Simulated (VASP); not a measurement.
# B13H3N12 in VASP: single point with PBE+D3(BJ)

Aim: the single point of B13H3N12 with PBE+D3(BJ).

All numbers are computed with VASP 6.6.1; they aren't measurements. Logs are shortened: lines on timing, memory, paths and dates and some standing lists are left out, and cuts for length are marked.

## Step 1: The cell of the first run

The cell holds a slab with vacuum, 28 atoms: a = 5.013 Å, b = 5.013 Å, c = 25.823 Å, α = 90.00°, β = 90.00°, γ = 120.00°.

## Step 2: Single point, PBE+D3(BJ)

Contents of INCAR:

```
SYSTEM = B13H3N12
  ALGO = Normal
  DIPOL = 0.5 0.5 0.493
  EDIFF = 1E-6
  ENCUT = 520
  GGA = PE
  IDIPOL = 3
  ISIF = 2
  ISMEAR = 0
  IVDW = 12
  LASPH = .True.
  LCHARG = .True.
  LDIPOL = .True.
  LELF = .True.
  LREAL = Auto
  LVACPOTAV = .True.
  LVHAR = .True.
  LWAVE = .False.
  NBANDS = 71
  NELM = 60
  PREC = Accurate
  SIGMA = 0.05
```

Contents of KPOINTS:

```
k-points
0
Gamma
  6 6 1
  0 0 0
```

Contents of POSCAR:

```
B13H3N12
1.0
    5.0128762177      0.0000000000      0.0000000000
   -2.5064381088      4.3412781505      0.0000000000
    0.0000000000      0.0000000000     25.8234903842
B N H
13 12 3
Direct
    0.1666666667      0.3333333333      0.3291576728
    0.1666666667      0.8333333333      0.3291576728
    0.6666666667      0.3333333333      0.3291576728
    0.6666666667      0.8333333333      0.3291576728
    0.3333372814      0.1666685734      0.4578475847
    0.3333333333      0.6666666667      0.4578599131
    0.8333314266      0.1666687080      0.4578475847
    0.8333312920      0.6666627186      0.4578475847
    0.1668870176      0.3337818225      0.5862654869
    0.1668948049      0.8331129824      0.5862654869
    0.6666666667      0.3333333333      0.5866047313
    0.6662181775      0.8331051951      0.5862654869
    1.0000000000      1.0000000000      0.7011839565
    0.3333333333      0.1666666667      0.3291576728
    0.3333333333      0.6666666667      0.3291576728
    0.8333333333      0.1666666667      0.3291576728
    0.8333333333      0.6666666667      0.3291576728
    0.1666671056      0.3333339505      0.4578527755
    0.1666668449      0.8333328944      0.4578527755
    0.6666666667      0.3333333333      0.4578385888
    0.6666660495      0.8333331551      0.4578527755
    0.3333626377      0.1666885355      0.5864189638
    0.3333333333      0.6666666667      0.5860645163
    0.8333114645      0.1666741022      0.5864189638
    0.8333258978      0.6666373623      0.5864189638
    0.7239527375      0.8607860205      0.7015518351
    1.1392139795      0.8631667171      0.7015518351
    1.1368332829      1.2760472625      0.7015518351
```

Potentials or basis: VASP PAW PBE potentials, release 64 (B, N, H).

Command:

```console
$ cat potpaw_PBE.64/B/POTCAR potpaw_PBE.64/N/POTCAR potpaw_PBE.64/H/POTCAR > POTCAR
$ mpirun -np 1 vasp_std > vasp.out
```

OUTCAR:

```text
SYSTEM = B13H3N12
   EDIFF = 1E-6
   ENCUT = 520
   GGA = PE
   ISIF = 2
   ISMEAR = 0
   IVDW = 12
   LASPH = .True.
   LREAL = Auto
   NELM = 60
   PREC = Accurate
 IVDW          = 12

 ion  position               nearest neighbor table
   1  0.167  0.333  0.329-  14 1.45  15 1.45  16 1.45
   2  0.167  0.833  0.329-  15 1.45  14 1.45  17 1.45
   3  0.667  0.333  0.329-  16 1.45  17 1.45  14 1.45
   4  0.667  0.833  0.329-  17 1.45  16 1.45  15 1.45
   5  0.333  0.167  0.458-  20 1.45  18 1.45  19 1.45
   6  0.333  0.667  0.458-  19 1.45  18 1.45  21 1.45
[... 17 lines left out ...]
  24  0.833  0.167  0.586-  11 1.45  12 1.45   9 1.45
  25  0.833  0.667  0.586-  11 1.45  10 1.45  12 1.45
  26  0.724  0.861  0.702-  13 1.20
  27  0.139  0.863  0.702-  13 1.20
  28  0.137  0.276  0.702-  13 1.20

  LATTYP: Found a hexagonal cell.
 ALAT       =     5.0128762177
 C/A-ratio  =     5.1514318852

  Lattice vectors:

 A1 = (   5.0128762177,   0.0000000000,   0.0000000000)
 A2 = (  -2.5064381088,   4.3412781505,   0.0000000000)
 A3 = (   0.0000000000,   0.0000000000,  25.8234903842)

Analysis of symmetry for initial positions (statically):
=====================================================================
 Subroutine PRICEL returns:
 Original cell was already a primitive cell.

 Routine SETGRP: Setting up the symmetry group for a
 hexagonal supercell.

 Subroutine GETGRP returns: Found  3 space group operations
 (whereof  3 operations were pure point group operations)
 out of a pool of 24 trial point group operations.

The static configuration has the point symmetry C_3 .

Analysis of symmetry for dynamics (positions and initial velocities):
=====================================================================
 Subroutine PRICEL returns:
 Original cell was already a primitive cell.

 Routine SETGRP: Setting up the symmetry group for a
 hexagonal supercell.

 Subroutine GETGRP returns: Found  3 space group operations
 (whereof  3 operations were pure point group operations)
 out of a pool of 24 trial point group operations.

The dynamic configuration has the point symmetry C_3 .

 Subroutine INISYM returns: Found  3 space group operations
 (whereof  3 operations are pure point group operations),
 and found     1 'primitive' translations

----------------------------------------------------------------------------------------

                                     Primitive cell

  volume of cell :     561.9783

  direct lattice vectors                    reciprocal lattice vectors
     5.012876218  0.000000000  0.000000000     0.199486274  0.115173454  0.000000000
    -2.506438109  4.341278150  0.000000000     0.000000000  0.230346908  0.000000000
     0.000000000  0.000000000 25.823490384     0.000000000  0.000000000  0.038724432

  length of vectors
     5.012876218  5.012876218 25.823490384     0.230346908  0.230346908  0.038724432

  position of ions in fractional coordinates (direct lattice)
     0.166666667  0.333333333  0.329157673
     0.166666667  0.833333333  0.329157673
     0.666666667  0.333333333  0.329157673
     0.666666667  0.833333333  0.329157673
     0.333337281  0.166668573  0.457847585
     0.333333333  0.666666667  0.457859913
[... 20 lines left out ...]
     0.139213979  0.863166717  0.701551835
     0.136833283  0.276047263  0.701551835

  ion indices of the primitive-cell ions
   primitive index   ion index
                 1           1
                 2           2
                 3           3
                 4           4
                 5           5
                 6           6
[... 20 lines left out ...]
                27          27
                28          28

----------------------------------------------------------------------------------------

 KPOINTS: k-points

Automatic generation of k-mesh.
 Grid dimensions read from file:
 generate k-points for:    6    6    1

 Generating k-lattice:

  Cartesian coordinates                     Fractional coordinates (reciprocal lattice)
     0.033247712  0.019195576  0.000000000     0.166666667  0.000000000  0.000000000
     0.000000000  0.038391151  0.000000000     0.000000000  0.166666667  0.000000000
     0.000000000  0.000000000  0.038724432     0.000000000  0.000000000  1.000000000

  Length of vectors
     0.038391151  0.038391151  0.038724432

  Shift w.r.t. Gamma in fractional coordinates (k-lattice)
     0.000000000  0.000000000  0.000000000

 Subroutine IBZKPT returns following result:
 ===========================================

 Found      8 irreducible k-points:

 Following reciprocal coordinates:
            Coordinates               Weight
  0.000000  0.000000  0.000000      1.000000
  0.166667 -0.000000  0.000000      6.000000
  0.333333  0.000000  0.000000      6.000000
  0.500000 -0.000000  0.000000      3.000000
  0.166667  0.166667  0.000000      6.000000
  0.333333  0.166667  0.000000      6.000000
 -0.333333  0.500000  0.000000      6.000000
  0.333333  0.333333  0.000000      2.000000
   k-points           NKPTS =      8   k-points in BZ     NKDIM =      8   number of bands    NBANDS=     71
   number of dos      NEDOS =    301   number of ions     NIONS =     28
   total plane-waves  NPLWV = 307200
   dimension x,y,z NGX =    40 NGY =   40 NGZ =  192
   dimension x,y,z NGXF=    80 NGYF=   80 NGZF=  384
   ions per type =              13  12   3
   NGX,Y,Z   is equivalent  to a cutoff of  13.27, 13.27, 12.36 a.u.
   NGXF,Y,Z  is equivalent  to a cutoff of  26.53, 26.53, 24.72 a.u.
 SYSTEM =  B13H3N12
   PREC   = accura    normal or accurate (medium, high low for compatibility)
   ISTART =      0    job   : 0-new  1-cont  2-samecut
   ICHARG =      2    charge: 1-file 2-atom 10-const
   ISPIN  =      1    spin polarized calculation?
   LNONCOLLINEAR =      F non collinear calculations
   LSORBIT =      F    spin-orbit coupling
   LASPH  =      T    aspherical Exc in radial PAW
   ENCUT  =  520.0 eV  38.22 Ry    6.18 a.u.   9.32  9.32 48.01*2*pi/ulx,y,z
   NELM   =     60;   NELMIN=  2; NELMDL= -5     # of ELM steps
   EDIFF  = 0.1E-05   stopping-criterion for ELM
   LREAL  =      T    real-space projection
   EDIFFG = 0.1E-04   stopping-criterion for IOM
   NSW    =      0    number of steps for IOM
   IBRION =     -1    ionic relax: 0-MD 1-quasi-New 2-CG
   NFREE  =      0    steps in history (QN), initial steepest desc. (CG)
   ISIF   =      2    stress and relaxation
   ISYM   =      2    0-nonsym 1-usesym 2-fastsym
   POTIM  = 0.5000    time-step for ionic-motion
   TEBEG  =    0.0;   TEEND  =   0.0 temperature during run
   PSTRESS=    0.0 pullay stress
   NELECT =     102.0000    total number of electrons
   NUPDOWN=      -1.0000    fix difference up-down
   EMIN   =  10.00;   EMAX   =-10.00  energy-range for DOS
   EFERMI =   0.00;   METHOD = LEGACY
   ISMEAR =     0;   SIGMA  =   0.05  broadening in eV -4-tet -1-fermi 0-gaus
   EFERMI_NEDOS =   21; number of points for ismear=-14 and -15
   IALGO  =     38    algorithm
   IMIX   =      4    mixing-type and parameters
     AMIX     =   0.40;   BMIX     =  1.00
     AMIX_MAG =   1.60;   BMIX_MAG =  1.00
  volume/ion in A,a.u.               =      20.07       135.44
  Fermi-wavevector in a.u.,A,eV,Ry     =   0.926905  1.751596 11.689475  0.859152
  Thomas-Fermi vector in A             =   2.052917
   LORBIT       =      0    0 simple, 1 ext, 2 COOP (PROOUT), +10 PAW based schemes
   GGA     = PE    functional components
   LHFCALC =     F    Hartree Fock is set to
   AEXX    =    0.0000 exact exchange contribution
   IVDW    =    12    specifies the selected vdW correction
   LEPSILON=     F    determine dielectric tensor
   LRPA    =     F    only Hartree local field effects (RPA)
 non-spin polarized calculation
 Gauss-broadening in eV      SIGMA  =   0.05
  energy-cutoff  :      520.00
  volume of cell :      561.98
 maximum number of plane-waves:     15150
 NGX is ok and might be reduce to    40
   NGX = 19   NGY = 19   NGZ = 97

 dipolmoment           0.000000      0.000000     -0.003534 electrons x Angstroem

 number of electron     101.9999995 magnetization

 dipolmoment           0.000000      0.000000      0.025426 electrons x Angstroem

 Free energy of the ion-electron system (eV)
  ---------------------------------------------------
  ext. energy  EPLUGINS =         0.00000000
  ---------------------------------------------------
  free energy    TOTEN  =      -226.90764595 eV

  energy without entropy =     -226.90764595  energy(sigma->0) =     -226.90764595

 E-fermi :  -2.3025     XC(G=0):  -4.7728

 val. band max:       -2.5891006556   @ k =   0.3333   0.3333   0.0000
 cond. band min:       0.3719254995   @ k =   0.0000   0.0000   0.0000
 fundamental gap:      2.9610261551
 Fermi energy:        -2.3025193881

 k-point     1 :       0.0000    0.0000    0.0000
  band No.  band energies     occupation
      1     -20.3466      2.00000
      2     -20.2363      2.00000
      3     -20.1375      2.00000
      4     -17.1884      2.00000
      5     -17.1880      2.00000
      6     -17.1880      2.00000
[... 55 lines left out ...]
     62       2.7340      0.00000
     63       3.1933      0.00000

 k-point     2 :       0.1667   -0.0000    0.0000
  band No.  band energies     occupation
      1     -20.2115      2.00000
      2     -20.1028      2.00000
      3     -20.0057      2.00000
      4     -17.5782      2.00000
      5     -17.5201      2.00000
      6     -17.4753      2.00000
[... 55 lines left out ...]
     62       3.3818      0.00000
     63       3.4606      0.00000

 k-point     3 :       0.3333    0.0000    0.0000
  band No.  band energies     occupation
      1     -19.8136      2.00000
      2     -19.7098      2.00000
      3     -19.6177      2.00000
      4     -18.3768      2.00000
      5     -18.2955      2.00000
      6     -18.2267      2.00000
[... 55 lines left out ...]
     62       4.3123      0.00000
     63       4.4736      0.00000

 k-point     4 :       0.5000   -0.0000    0.0000
  band No.  band energies     occupation
      1     -19.1807      2.00000
      2     -19.1786      2.00000
      3     -19.0866      2.00000
      4     -19.0822      2.00000
      5     -19.0024      2.00000
      6     -18.9999      2.00000
[... 55 lines left out ...]
     62       4.9301      0.00000
     63       4.9657      0.00000

 k-point     5 :       0.1667    0.1667    0.0000
  band No.  band energies     occupation
      1     -19.9449      2.00000
      2     -19.8394      2.00000
      3     -19.7456      2.00000
      4     -17.8798      2.00000
      5     -17.8784      2.00000
      6     -17.8105      2.00000
[... 55 lines left out ...]
     62       4.0178      0.00000
     63       4.0356      0.00000

 k-point     6 :       0.3333    0.1667    0.0000
  band No.  band energies     occupation
      1     -19.4277      2.00000
      2     -19.3289      2.00000
      3     -19.2420      2.00000
      4     -18.7030      2.00000
      5     -18.6152      2.00000
      6     -18.5397      2.00000
[... 55 lines left out ...]
     62       4.8827      0.00000
     63       5.0378      0.00000

 k-point     7 :      -0.3333    0.5000    0.0000
  band No.  band energies     occupation
      1     -19.4277      2.00000
      2     -19.3289      2.00000
      3     -19.2420      2.00000
      4     -18.7030      2.00000
      5     -18.6152      2.00000
      6     -18.5397      2.00000
[... 55 lines left out ...]
     62       4.8827      0.00000
     63       5.0378      0.00000

 k-point     8 :       0.3333    0.3333    0.0000
  band No.  band energies     occupation
      1     -18.8178      2.00000
      2     -18.8152      2.00000
      3     -18.8147      2.00000
      4     -18.7299      2.00000
      5     -18.7242      2.00000
      6     -18.7238      2.00000
[... 55 lines left out ...]
     62       5.3245      0.00000
     63       5.3342      0.00000
 [bands above 63 left out]

------------------------ aborting loop because EDIFF is reached ----------------------------------------

 Edisp (eV)   -3.05290

 E8    (eV) :    -0.9132

  FORCE on cell =-STRESS in cart. coord.  units (eV):
  Direction    XX          YY          ZZ          XY          YZ          ZX
  --------------------------------------------------------------------------------------
  -------------------------------------------------------------------------------------
  Total       0.53793     0.53793    -0.16652     0.00000    -0.00000    -0.00000
  in kB       1.53362     1.53362    -0.47475     0.00000    -0.00000    -0.00000
  external pressure =        0.86 kB  Pullay stress =        0.00 kB

 VOLUME and BASIS-vectors are now :
 -----------------------------------------------------------------------------
  energy-cutoff  :      520.00
  volume of cell :      561.98
      direct lattice vectors                 reciprocal lattice vectors
     5.012876218  0.000000000  0.000000000     0.199486274  0.115173454  0.000000000
    -2.506438109  4.341278150  0.000000000     0.000000000  0.230346908  0.000000000
     0.000000000  0.000000000 25.823490384     0.000000000  0.000000000  0.038724432

 POSITION                                       TOTAL-FORCE (eV/Angst)
 -----------------------------------------------------------------------------------
      0.00000      1.44709      8.50000        -0.000000      0.000093      0.021423
     -1.25322      3.61773      8.50000         0.000081     -0.000047      0.021423
      2.50644      1.44709      8.50000         0.000000      0.000000      0.021531
      1.25322      3.61773      8.50000        -0.000081     -0.000047      0.021423
      1.25323      0.72355     11.82322         0.000486      0.000275      0.001113
     -0.00000      2.89419     11.82354         0.000000      0.000000      0.000558
[... 20 lines left out ...]
     -1.46561      3.74725     18.11652         0.003417     -0.002091      0.004188
     -0.00597      1.19840     18.11652         0.000102      0.004004      0.004188
 -----------------------------------------------------------------------------------
    total drift:                               -0.000001      0.000001      0.000931

  FREE ENERGIE OF THE ION-ELECTRON SYSTEM (eV)
  ---------------------------------------------------
  free  energy   TOTEN  =      -229.9605498511 eV

  energy  without entropy=     -229.9605498511  energy(sigma->0) =     -229.96054985

 vacuum level on the upper side and lower side of the slab         3.463         3.252
```

Run time: 24 min. Hardware: 1 thread of Intel Xeon Platinum 8375C at 2.90GHz (Ice Lake), shared host; peak memory 0.71 GiB.

What came out:

- Free energy: -229.9605 eV
- Largest force: 0.027 eV/Å
- Band gap on the k mesh: 2.96 eV (least direct gap 3.43 eV)
- Dispersion energy per atom: -0.109 eV

Forces in eV/Å, atoms in the order of the input:
```
B    0.000  0.000  0.021
B    0.000  0.000  0.021
B    0.000  0.000  0.022
B    0.000  0.000  0.021
B    0.000  0.000  0.001
B    0.000  0.000  0.001
B    0.000  0.000  0.001
B    0.000 -0.001  0.001
B    0.000 -0.022  0.005
B   -0.019  0.011  0.005
B    0.000  0.000 -0.003
B    0.019  0.011  0.005
B    0.000  0.000 -0.011
N    0.000  0.000 -0.026
N    0.000  0.000 -0.027
N    0.000  0.000 -0.026
N    0.000  0.000 -0.026
N    0.000 -0.001  0.000
N    0.000  0.000  0.000
N    0.000  0.000  0.001
N    0.000  0.000  0.000
N   -0.015 -0.010  0.006
N    0.000  0.000 -0.014
N    0.016 -0.008  0.006
N   -0.001  0.018  0.006
H   -0.004 -0.002  0.004
H    0.003 -0.002  0.004
H    0.000  0.004  0.004
```

Levels at points of the mesh, in eV from the valence-band top:
```
           k point  band 47  band 48  band 49  band 50  band 51  band 52  band 53  band 54  band 55  band 56
(0.00, 0.00, 0.00)    -0.88    -0.88    -0.57    -0.56    -0.56     2.96     4.36     4.36     4.38     4.76
(0.50, 0.00, 0.00)    -1.56    -1.12    -1.08    -0.67    -0.65     3.39     5.56     5.56     5.71     5.71
```
